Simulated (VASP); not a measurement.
# Al2InN3 in VASP: a series of runs, part 2 of 2

VASP 6.6.1. Earlier steps stand in the parts before.

## (3) Relaxation of cell and atoms, PBE

This run uses another cell than the first one: it holds 6 atoms, not 12.

Contents of INCAR:

```
SYSTEM = Al2InN3
PREC = Accurate
ENCUT = 600
EDIFF = 1E-6
ISMEAR = 0
SIGMA = 0.02
LREAL = .False.
LASPH = .True.
NELM = 100
ALGO = Normal
ISIF = 3
LWAVE = .False.
LCHARG = .False.
GGA = PE
IBRION = 2
NSW = 100
EDIFFG = -0.01
```

Contents of KPOINTS:

```
Automatic mesh
0
Gamma
  12 12 4
  0 0 0
```

Contents of POSCAR:

```
Al2InN3
1.0
    3.0279396613      0.0000000000      0.0000000000
   -1.5139698307      2.6222726678      0.0000000000
    0.0000000000      0.0000000000      7.5176520412
Al In N
2 1 3
Direct
    0.3333333333      0.6666666667      0.6555286355
    0.6666666667      0.3333333333      0.3444713645
    0.0000000000      0.0000000000      0.0000000000
    0.3333333333      0.6666666667      0.1967713944
    0.6666666667      0.3333333333      0.8032286056
    0.0000000000      0.0000000000      0.5000000000
```

Potentials or basis: VASP PAW PBE potentials, release 64 (Al, In_d, N).

The run is started by

```
> cat potpaw_PBE.64/Al/POTCAR potpaw_PBE.64/In_d/POTCAR potpaw_PBE.64/N/POTCAR > POTCAR
> mpirun -np 1 vasp_std > vasp.out
```

OUTCAR:

```text
SYSTEM = Al2InN3
   PREC = Accurate
   ENCUT = 600
   EDIFF = 1E-6
   ISMEAR = 0
   LREAL = .False.
   LASPH = .True.
   NELM = 100
   ISIF = 3
   GGA = PE
   IBRION = 2
   NSW = 100
   EDIFFG = -0.01

 ion  position               nearest neighbor table
   1  0.333  0.667  0.656-   5 2.07   5 2.07   5 2.07   6 2.10   6 2.10   6 2.10   2 2.92   2 2.92
                             2 2.92   3 3.12   3 3.12   3 3.12
   2  0.667  0.333  0.344-   4 2.07   4 2.07   4 2.07   6 2.10   6 2.10   6 2.10   1 2.92   1 2.92
                             1 2.92   3 3.12   3 3.12   3 3.12
   3  0.000  0.000  0.000-   4 2.29   5 2.29   5 2.29   4 2.29   5 2.29   4 2.29   1 3.12   2 3.12
                             1 3.12   2 3.12   2 3.12   1 3.12
   4  0.333  0.667  0.197-   2 2.07   2 2.07   2 2.07   3 2.29   3 2.29   3 2.29
   5  0.667  0.333  0.803-   1 2.07   1 2.07   1 2.07   3 2.29   3 2.29   3 2.29
   6  0.000  0.000  0.500-   1 2.10   2 2.10   2 2.10   1 2.10   2 2.10   1 2.10

  LATTYP: Found a hexagonal cell.
 ALAT       =     3.0279396613
 C/A-ratio  =     2.4827615085

  Lattice vectors:

 A1 = (   3.0279396613,   0.0000000000,   0.0000000000)
 A2 = (  -1.5139698307,   2.6222726678,   0.0000000000)
 A3 = (   0.0000000000,   0.0000000000,   7.5176520412)

Analysis of symmetry for initial positions (statically):
=====================================================================
 Subroutine PRICEL returns:
 Original cell was already a primitive cell.

 Routine SETGRP: Setting up the symmetry group for a
 hexagonal supercell.

 Subroutine GETGRP returns: Found 12 space group operations
 (whereof 12 operations were pure point group operations)
 out of a pool of 24 trial point group operations.

The static configuration has the point symmetry D_3d.

Analysis of symmetry for dynamics (positions and initial velocities):
=====================================================================
 Subroutine PRICEL returns:
 Original cell was already a primitive cell.

 Routine SETGRP: Setting up the symmetry group for a
 hexagonal supercell.

 Subroutine GETGRP returns: Found 12 space group operations
 (whereof 12 operations were pure point group operations)
 out of a pool of 24 trial point group operations.

The dynamic configuration has the point symmetry D_3d.

 Subroutine INISYM returns: Found 12 space group operations
 (whereof 12 operations are pure point group operations),
 and found     1 'primitive' translations

----------------------------------------------------------------------------------------

                                     Primitive cell

  volume of cell :      59.6908

  direct lattice vectors                    reciprocal lattice vectors
     3.027939661  0.000000000  0.000000000     0.330257572  0.190674298  0.000000000
    -1.513969831  2.622272668  0.000000000     0.000000000  0.381348596  0.000000000
     0.000000000  0.000000000  7.517652041     0.000000000  0.000000000  0.133020256

  length of vectors
     3.027939661  3.027939661  7.517652041     0.381348596  0.381348596  0.133020256

  position of ions in fractional coordinates (direct lattice)
     0.333333333  0.666666667  0.655528635
     0.666666667  0.333333333  0.344471365
[... 64 lines left out ...]
  0.166667 -0.000000  0.250000      6.000000
  0.000000  0.166667  0.250000      6.000000
 [... further k-points ...]
   k-points           NKPTS =     69   k-points in BZ     NKDIM =     69   number of bands    NBANDS=     21
   number of dos      NEDOS =    301   number of ions     NIONS =      6
   total plane-waves  NPLWV =  34560
   dimension x,y,z NGX =    24 NGY =   24 NGZ =   60
   dimension x,y,z NGXF=    48 NGYF=   48 NGZF=  120
   ions per type =               2   1   3
   NGX,Y,Z   is equivalent  to a cutoff of  13.18, 13.18, 13.27 a.u.
   NGXF,Y,Z  is equivalent  to a cutoff of  26.35, 26.35, 26.54 a.u.
 SYSTEM =  Al2InN3
   PREC   = accura    normal or accurate (medium, high low for compatibility)
   ISTART =      0    job   : 0-new  1-cont  2-samecut
   ICHARG =      2    charge: 1-file 2-atom 10-const
   ISPIN  =      1    spin polarized calculation?
   LNONCOLLINEAR =      F non collinear calculations
   LSORBIT =      F    spin-orbit coupling
   LASPH  =      T    aspherical Exc in radial PAW
   ENCUT  =  600.0 eV  44.10 Ry    6.64 a.u.   6.05  6.05 15.01*2*pi/ulx,y,z
   NELM   =    100;   NELMIN=  2; NELMDL= -5     # of ELM steps
   EDIFF  = 0.1E-05   stopping-criterion for ELM
   LREAL  =      F    real-space projection
   EDIFFG = -.1E-01   stopping-criterion for IOM
   NSW    =    100    number of steps for IOM
   IBRION =      2    ionic relax: 0-MD 1-quasi-New 2-CG
   NFREE  =      1    steps in history (QN), initial steepest desc. (CG)
   ISIF   =      3    stress and relaxation
   ISYM   =      2    0-nonsym 1-usesym 2-fastsym
   POTIM  = 0.5000    time-step for ionic-motion
   TEBEG  =    0.0;   TEEND  =   0.0 temperature during run
   PSTRESS=    0.0 pullay stress
   NELECT =      34.0000    total number of electrons
   NUPDOWN=      -1.0000    fix difference up-down
   EMIN   =  10.00;   EMAX   =-10.00  energy-range for DOS
   EFERMI =   0.00;   METHOD = LEGACY
   ISMEAR =     0;   SIGMA  =   0.02  broadening in eV -4-tet -1-fermi 0-gaus
   EFERMI_NEDOS =   21; number of points for ismear=-14 and -15
   IALGO  =     38    algorithm
   IMIX   =      4    mixing-type and parameters
     AMIX     =   0.40;   BMIX     =  1.00
     AMIX_MAG =   1.60;   BMIX_MAG =  1.00
  volume/ion in A,a.u.               =       9.95        67.14
  Fermi-wavevector in a.u.,A,eV,Ry     =   1.357059  2.564470 25.056611  1.841609
  Thomas-Fermi vector in A             =   2.484009
   LORBIT       =      0    0 simple, 1 ext, 2 COOP (PROOUT), +10 PAW based schemes
   GGA     = PE    functional components
   LHFCALC =     F    Hartree Fock is set to
   AEXX    =    0.0000 exact exchange contribution
   IVDW    =     0    specifies the selected vdW correction
   LEPSILON=     F    determine dielectric tensor
   LRPA    =     F    only Hartree local field effects (RPA)
 conjugate gradient relaxation of ions
 non-spin polarized calculation
 Gauss-broadening in eV      SIGMA  =   0.02
  energy-cutoff  :      600.00
  volume of cell :       59.69
 maximum number of plane-waves:      2040
   NGX = 13   NGY = 13   NGZ = 31

--------------------------------------- Ionic step        1  -------------------------------------------

 number of electron      34.0000001 magnetization

 Free energy of the ion-electron system (eV)
  ---------------------------------------------------
  ext. energy  EPLUGINS =         0.00000000
  ---------------------------------------------------
  free energy    TOTEN  =       -38.50929212 eV

  energy without entropy =      -38.50929212  energy(sigma->0) =      -38.50929212

------------------------ aborting loop because EDIFF is reached ----------------------------------------

  FORCE on cell =-STRESS in cart. coord.  units (eV):
  Direction    XX          YY          ZZ          XY          YZ          ZX
  --------------------------------------------------------------------------------------
  -------------------------------------------------------------------------------------
  Total       -0.0871332     -0.0871332     -0.0343287      0.0000000     -0.0000000     -0.0000000
  in kB       -2.3387682     -2.3387682     -0.9214254      0.0000000     -0.0000000     -0.0000000
  external PRESSURE =      -1.8663206 kB  Pullay stress =       0.0000000 kB
[... 107 lines left out ...]
--------------------------------------- Ionic step        4  -------------------------------------------

 number of electron      34.0000001 magnetization

 Free energy of the ion-electron system (eV)
  ---------------------------------------------------
  ext. energy  EPLUGINS =         0.00000000
  ---------------------------------------------------
  free energy    TOTEN  =       -38.50941762 eV

  energy without entropy =      -38.50941762  energy(sigma->0) =      -38.50941762

 E-fermi :   9.5348     XC(G=0): -12.1234

 val. band max:        9.4518192015   @ k =   0.0000   0.0000   0.5000
 cond. band min:      11.8131691484   @ k =   0.5000  -0.0000   0.0000
 fundamental gap:      2.3613499470
 Fermi energy:         9.5348099654

 k-point     1 :       0.0000    0.0000    0.0000
  band No.  band energies     occupation
      1      -7.0624      2.00000
      2      -5.4871      2.00000
      3      -5.0834      2.00000
      4      -4.6603      2.00000
      5      -4.6603      2.00000
      6      -4.6473      2.00000
[... 565 lines left out ...]
     20      15.9621      0.00000
     21      17.4249      0.00000

 [... further k-points ...]

------------------------ aborting loop because EDIFF is reached ----------------------------------------

  FORCE on cell =-STRESS in cart. coord.  units (eV):
  Direction    XX          YY          ZZ          XY          YZ          ZX
  --------------------------------------------------------------------------------------
  -------------------------------------------------------------------------------------
  Total        0.0035800      0.0035800      0.0010022     -0.0000000     -0.0000000      0.0000000
  in kB        0.0961841      0.0961841      0.0269249     -0.0000000     -0.0000000      0.0000000
  external PRESSURE =       0.0730977 kB  Pullay stress =       0.0000000 kB
[... 21 lines left out ...]
  FREE ENERGIE OF THE ION-ELECTRON SYSTEM (eV)
  ---------------------------------------------------
  free  energy   TOTEN  =       -38.5094176224 eV

  energy  without entropy=      -38.5094176224  energy(sigma->0) =      -38.50941762

 reached required accuracy - stopping structural energy minimisation
```

Run time: 1.8 min. Hardware: 1 thread of AMD EPYC 9R45 (Zen 5), shared host; peak memory 0.23 GiB.

What came out:

```
Free energy                            : -38.5094 eV
Relaxed volume                         : 9.94 Å³/atom
Relaxed cell                           : a = 3.026 Å, b = 3.026 Å, c = 7.518 Å, α = 90.00°, β = 90.00°, γ = 120.00°
Space group after relaxing (to 0.05 Å) : P-3m1 (No. 164)
Energy gained by relaxing              : 0.0 meV/atom
Ionic steps                            : 4
Pressure after relaxing                : 0.0 GPa
Band gap on the k mesh                 : 2.36 eV, indirect (least direct gap 2.68 eV)
```

The path:
```csv
step,energy change (eV),largest force (eV/Å),pressure (GPa),volume (Å³)
1,0.0000,0.0355,-0.19,59.69
2,-0.0001,0.0168,0.18,59.59
3,-0.0001,0.0144,0.07,59.62
4,-0.0001,0.0019,0.01,59.63
```

Final structure:
```
Al In N
1.0
     3.02649    0.00000    0.00000
    -1.51325    2.62102    0.00000
     0.00000    0.00000    7.51765
Al In N
2 1 3
Direct
  0.33333 0.66667 0.65545
  0.66667 0.33333 0.34455
  0.00000 0.00000 0.00000
  0.33333 0.66667 0.19707
  0.66667 0.33333 0.80293
  0.00000 0.00000 0.50000
```

Caveat: spin-orbit coupling is left out, which moves the levels of the heavy elements. A k mesh can miss the band edges.
